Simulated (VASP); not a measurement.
# ZnS (x) in VASP: further runs

ZnS (x) is run at these levels: PBEsol; tasks: single point.

Everything below comes from runs of VASP 6.6.1. Logs are shortened: lines on timing, memory, paths and dates and some standing lists are left out, and cuts for length are marked.

## Step 1: The cell of the first run

It takes space group P6_3mc (No. 186, hexagonal). Conventional cell: a = 3.823 Å, b = 3.823 Å, c = 6.261 Å, α = 90.00°, β = 90.00°, γ = 120.00°. Within 2.9 Å of Zn (site symmetry 3m) lie 3 S at 2.21 Å. Within 2.9 Å of S (site symmetry 3m) lie 3 Zn at 2.21 Å.

## Step 2: Single point, PBEsol

The input, INCAR:

```
SYSTEM = ZnS
  ALGO = Normal
  EDIFF = 1E-7
  ENCUT = 520
  GGA = PS
  ISIF = 2
  ISMEAR = 0
  LASPH = .True.
  LCHARG = .False.
  LREAL = .False.
  LWAVE = .False.
  NBANDS = 26
  NELM = 80
  PREC = Accurate
  SIGMA = 0.01
```

The input, KPOINTS:

```
k-points
0
Gamma
  9 9 6
  0 0 0
```

The input, POSCAR:

```
ZnS
1.0
    3.8230000000      0.0000000000      0.0000000000
   -1.9115000000      3.3108151187      0.0000000000
    0.0000000000      0.0000000000      6.2610000000
Zn S
2 2
Direct
    0.3333333333      0.6666666667     -0.0562370315
    0.6666666667      0.3333333333      0.4437629685
    0.3333333333      0.6666666667      0.4312370315
    0.6666666667      0.3333333333      0.9312370315
```

Potentials or basis: VASP PAW PBE potentials, release 64 (Zn, S).

Command:

```bash
$ cat potpaw_PBE.64/Zn/POTCAR potpaw_PBE.64/S/POTCAR > POTCAR
$ mpirun -np 1 vasp_std > vasp.out
```

OUTCAR:

```text
SYSTEM = ZnS
   EDIFF = 1E-7
   ENCUT = 520
   GGA = PS
   ISIF = 2
   ISMEAR = 0
   LASPH = .True.
   LREAL = .False.
   NELM = 80
   PREC = Accurate

 ion  position               nearest neighbor table
   1  0.333  0.667  0.944-   4 2.21   4 2.21   4 2.21
   2  0.667  0.333  0.444-   3 2.21   3 2.21   3 2.21
   3  0.333  0.667  0.431-   2 2.21   2 2.21   2 2.21
   4  0.667  0.333  0.931-   1 2.21   1 2.21   1 2.21

  LATTYP: Found a hexagonal cell.
 ALAT       =     3.8230000000
 C/A-ratio  =     1.6377190688

  Lattice vectors:

 A1 = (   3.8230000000,   0.0000000000,   0.0000000000)
 A2 = (  -1.9115000000,   3.3108151187,   0.0000000000)
 A3 = (   0.0000000000,   0.0000000000,   6.2610000000)

Analysis of symmetry for initial positions (statically):
=====================================================================
 Subroutine PRICEL returns:
 Original cell was already a primitive cell.

 Routine SETGRP: Setting up the symmetry group for a
 hexagonal supercell.

 Subroutine GETGRP returns: Found 12 space group operations
 (whereof  6 operations were pure point group operations)
 out of a pool of 24 trial point group operations.

The static configuration has the point symmetry C_3v.
 The point group associated with its full space group is C_6v.

Analysis of symmetry for dynamics (positions and initial velocities):
=====================================================================
 Subroutine PRICEL returns:
 Original cell was already a primitive cell.

 Routine SETGRP: Setting up the symmetry group for a
 hexagonal supercell.

 Subroutine GETGRP returns: Found 12 space group operations
 (whereof  6 operations were pure point group operations)
 out of a pool of 24 trial point group operations.

The dynamic configuration has the point symmetry C_3v.
 The point group associated with its full space group is C_6v.

 Subroutine INISYM returns: Found 12 space group operations
 (whereof  6 operations are pure point group operations),
 and found     1 'primitive' translations

----------------------------------------------------------------------------------------

                                     Primitive cell

  volume of cell :      79.2470

  direct lattice vectors                    reciprocal lattice vectors
     3.823000000  0.000000000  0.000000000     0.261574680  0.151020212  0.000000000
    -1.911500000  3.310815119  0.000000000     0.000000000  0.302040423  0.000000000
     0.000000000  0.000000000  6.261000000     0.000000000  0.000000000  0.159718895

  length of vectors
     3.823000000  3.823000000  6.261000000     0.302040423  0.302040423  0.159718895

  position of ions in fractional coordinates (direct lattice)
     0.333333333  0.666666667  0.943762969
     0.666666667  0.333333333  0.443762969
     0.333333333  0.666666667  0.431237031
     0.666666667  0.333333333  0.931237031

  ion indices of the primitive-cell ions
   primitive index   ion index
                 1           1
                 2           2
                 3           3
                 4           4

----------------------------------------------------------------------------------------

 KPOINTS: k-points

Automatic generation of k-mesh.
 Grid dimensions read from file:
 generate k-points for:    9    9    6

 Generating k-lattice:

  Cartesian coordinates                     Fractional coordinates (reciprocal lattice)
     0.029063853  0.016780024  0.000000000     0.111111111  0.000000000  0.000000000
     0.000000000  0.033560047  0.000000000     0.000000000  0.111111111  0.000000000
     0.000000000  0.000000000  0.026619816     0.000000000  0.000000000  0.166666667

  Length of vectors
     0.033560047  0.033560047  0.026619816

  Shift w.r.t. Gamma in fractional coordinates (k-lattice)
     0.000000000  0.000000000  0.000000000

 Subroutine IBZKPT returns following result:
 ===========================================

 Found     48 irreducible k-points:

 Following reciprocal coordinates:
            Coordinates               Weight
  0.000000  0.000000  0.000000      1.000000
  0.111111 -0.000000  0.000000      6.000000
  0.222222 -0.000000  0.000000      6.000000
  0.333333 -0.000000  0.000000      6.000000
  0.444444 -0.000000  0.000000      6.000000
  0.111111  0.111111  0.000000      6.000000
[... 16 lines left out ...]
  0.333333  0.222222  0.166667     24.000000
  0.333333  0.333333  0.166667      4.000000
 [... further k-points ...]
   k-points           NKPTS =     48   k-points in BZ     NKDIM =     48   number of bands    NBANDS=     26
   number of dos      NEDOS =    301   number of ions     NIONS =      4
   total plane-waves  NPLWV =  37632
   dimension x,y,z NGX =    28 NGY =   28 NGZ =   48
   dimension x,y,z NGXF=    56 NGYF=   56 NGZF=   96
   ions per type =               2   2
   NGX,Y,Z   is equivalent  to a cutoff of  12.18, 12.18, 12.75 a.u.
   NGXF,Y,Z  is equivalent  to a cutoff of  24.35, 24.35, 25.49 a.u.
 SYSTEM =  ZnS
   PREC   = accura    normal or accurate (medium, high low for compatibility)
   ISTART =      0    job   : 0-new  1-cont  2-samecut
   ICHARG =      2    charge: 1-file 2-atom 10-const
   ISPIN  =      1    spin polarized calculation?
   LNONCOLLINEAR =      F non collinear calculations
   LSORBIT =      F    spin-orbit coupling
   LASPH  =      T    aspherical Exc in radial PAW
   ENCUT  =  520.0 eV  38.22 Ry    6.18 a.u.   7.11  7.11 11.64*2*pi/ulx,y,z
   NELM   =     80;   NELMIN=  2; NELMDL= -5     # of ELM steps
   EDIFF  = 0.1E-06   stopping-criterion for ELM
   LREAL  =      F    real-space projection
   EDIFFG = 0.1E-05   stopping-criterion for IOM
   NSW    =      0    number of steps for IOM
   IBRION =     -1    ionic relax: 0-MD 1-quasi-New 2-CG
   NFREE  =      0    steps in history (QN), initial steepest desc. (CG)
   ISIF   =      2    stress and relaxation
   ISYM   =      2    0-nonsym 1-usesym 2-fastsym
   POTIM  = 0.5000    time-step for ionic-motion
   TEBEG  =    0.0;   TEEND  =   0.0 temperature during run
   PSTRESS=    0.0 pullay stress
   NELECT =      36.0000    total number of electrons
   NUPDOWN=      -1.0000    fix difference up-down
   EMIN   =  10.00;   EMAX   =-10.00  energy-range for DOS
   EFERMI =   0.00;   METHOD = LEGACY
   ISMEAR =     0;   SIGMA  =   0.01  broadening in eV -4-tet -1-fermi 0-gaus
   EFERMI_NEDOS =   21; number of points for ismear=-14 and -15
   IALGO  =     38    algorithm
   IMIX   =      4    mixing-type and parameters
     AMIX     =   0.40;   BMIX     =  1.00
     AMIX_MAG =   1.60;   BMIX_MAG =  1.00
  volume/ion in A,a.u.               =      19.81       133.70
  Fermi-wavevector in a.u.,A,eV,Ry     =   1.258485  2.378192 21.548694  1.583784
  Thomas-Fermi vector in A             =   2.392092
   LORBIT       =      0    0 simple, 1 ext, 2 COOP (PROOUT), +10 PAW based schemes
   GGA     = PS    functional components
   LHFCALC =     F    Hartree Fock is set to
   AEXX    =    0.0000 exact exchange contribution
   IVDW    =     0    specifies the selected vdW correction
   LEPSILON=     F    determine dielectric tensor
   LRPA    =     F    only Hartree local field effects (RPA)
 non-spin polarized calculation
 Gauss-broadening in eV      SIGMA  =   0.01
  energy-cutoff  :      520.00
  volume of cell :       79.25
 maximum number of plane-waves:      2154
   NGX = 15   NGY = 15   NGZ = 23

 number of electron      35.9999991 magnetization

 Free energy of the ion-electron system (eV)
  ---------------------------------------------------
  ext. energy  EPLUGINS =         0.00000000
  ---------------------------------------------------
  free energy    TOTEN  =       -14.38163118 eV

  energy without entropy =      -14.38163118  energy(sigma->0) =      -14.38163118

 E-fermi :   1.8983     XC(G=0):  -9.7953

 val. band max:        1.8262169508   @ k =   0.1111  -0.0000   0.0000
 cond. band min:       4.2128518172   @ k =   0.0000   0.0000   0.0000
 fundamental gap:      2.3866348664
 Fermi energy:         1.8982785619

 k-point     1 :       0.0000    0.0000    0.0000
  band No.  band energies     occupation
      1     -11.3226      2.00000
      2     -10.5616      2.00000
      3      -4.8796      2.00000
      4      -4.8796      2.00000
      5      -4.8594      2.00000
      6      -4.8594      2.00000
[... 18 lines left out ...]
     25      10.4387      0.00000
     26      10.9911      0.00000

 k-point     2 :       0.1111   -0.0000    0.0000
  band No.  band energies     occupation
      1     -11.2324      2.00000
      2     -10.4973      2.00000
      3      -4.8815      2.00000
      4      -4.8636      2.00000
      5      -4.8413      2.00000
      6      -4.8177      2.00000
[... 18 lines left out ...]
     25       9.8225      0.00000
     26      10.5234      0.00000

 k-point     3 :       0.2222   -0.0000    0.0000
  band No.  band energies     occupation
      1     -10.9843      2.00000
      2     -10.3326      2.00000
      3      -4.8775      2.00000
      4      -4.8429      2.00000
      5      -4.7362      2.00000
      6      -4.7072      2.00000
[... 18 lines left out ...]
     25       9.8052      0.00000
     26      10.6417      0.00000

 k-point     4 :       0.3333   -0.0000    0.0000
  band No.  band energies     occupation
      1     -10.6520      2.00000
      2     -10.1511      2.00000
      3      -4.8212      2.00000
      4      -4.7458      2.00000
      5      -4.6017      2.00000
      6      -4.5696      2.00000
[... 18 lines left out ...]
     25      10.8555      0.00000
     26      11.6140      0.00000
[... 496 lines left out ...]
      1     -10.4579      2.00000
      2     -10.1084      2.00000
      3      -4.7612      2.00000
      4      -4.7494      2.00000
      5      -4.4947      2.00000
      6      -4.4656      2.00000
[... 18 lines left out ...]
     25       9.7580      0.00000
     26      12.0490      0.00000

 k-point    23 :       0.3333    0.2222    0.1667
  band No.  band energies     occupation
      1     -10.2282      2.00000
      2     -10.0501      2.00000
      3      -4.6524      2.00000
      4      -4.6305      2.00000
      5      -4.4098      2.00000
      6      -4.3930      2.00000
[... 18 lines left out ...]
     25      10.8326      0.00000
     26      12.5005      0.00000

 k-point    24 :       0.3333    0.3333    0.1667
  band No.  band energies     occupation
      1     -10.0894      2.00000
      2     -10.0894      2.00000
      3      -4.5904      2.00000
      4      -4.5904      2.00000
      5      -4.4092      2.00000
      6      -4.3898      2.00000
[... 18 lines left out ...]
     25      11.8988      0.00000
     26      11.9430      0.00000

 [... further k-points ...]
[... 5 lines left out ...]
  --------------------------------------------------------------------------------------
  -------------------------------------------------------------------------------------
  Total        2.6814199      2.6814199     -0.7203789      0.0000000      0.0000000      0.0000000
  in kB       54.2116320     54.2116320    -14.5642673      0.0000000      0.0000000      0.0000000
  external PRESSURE =      31.2863322 kB  Pullay stress =       0.0000000 kB

 VOLUME and BASIS-vectors are now :
 -----------------------------------------------------------------------------
  energy-cutoff  :      520.00
  volume of cell :       79.25
      direct lattice vectors                 reciprocal lattice vectors
     3.823000000  0.000000000  0.000000000     0.261574680  0.151020212  0.000000000
    -1.911500000  3.310815119  0.000000000     0.000000000  0.302040423  0.000000000
     0.000000000  0.000000000  6.261000000     0.000000000  0.000000000  0.159718895

 POSITION                                       TOTAL-FORCE (eV/Angst)
 -----------------------------------------------------------------------------------
     -0.00000      2.20721      5.90890         0.000000     -0.000000      0.199766
      1.91150      1.10361      2.77840        -0.000000     -0.000000      0.199766
     -0.00000      2.20721      2.69998        -0.000000      0.000000     -0.199766
      1.91150      1.10361      5.83048         0.000000      0.000000     -0.199766
 -----------------------------------------------------------------------------------
    total drift:                                0.000000      0.000000     -0.000197

  FREE ENERGIE OF THE ION-ELECTRON SYSTEM (eV)
  ---------------------------------------------------
  free  energy   TOTEN  =       -14.3816311820 eV

  energy  without entropy=      -14.3816311820  energy(sigma->0) =      -14.38163118
```

Wall time 39 s (1 thread of Intel Xeon 6975P-C (Granite Rapids), shared host); peak memory 0.23 GiB.

What came out:

```
Free energy            : -14.3816 eV
Pressure               : 3.1 GPa
Largest force          : 0.200 eV/Å
Band gap on the k mesh : 2.39 eV, indirect (least direct gap 2.40 eV)
```

Forces in eV/Å, atoms in the order of the input:
```
Zn   0.000  0.000  0.200
Zn   0.000  0.000  0.200
S    0.000  0.000 -0.200
S    0.000  0.000 -0.200
```

Caveat: the PAW data sets were made with another functional, which shifts forces and pressure a little.

(Part 1 of 2 ends here.)
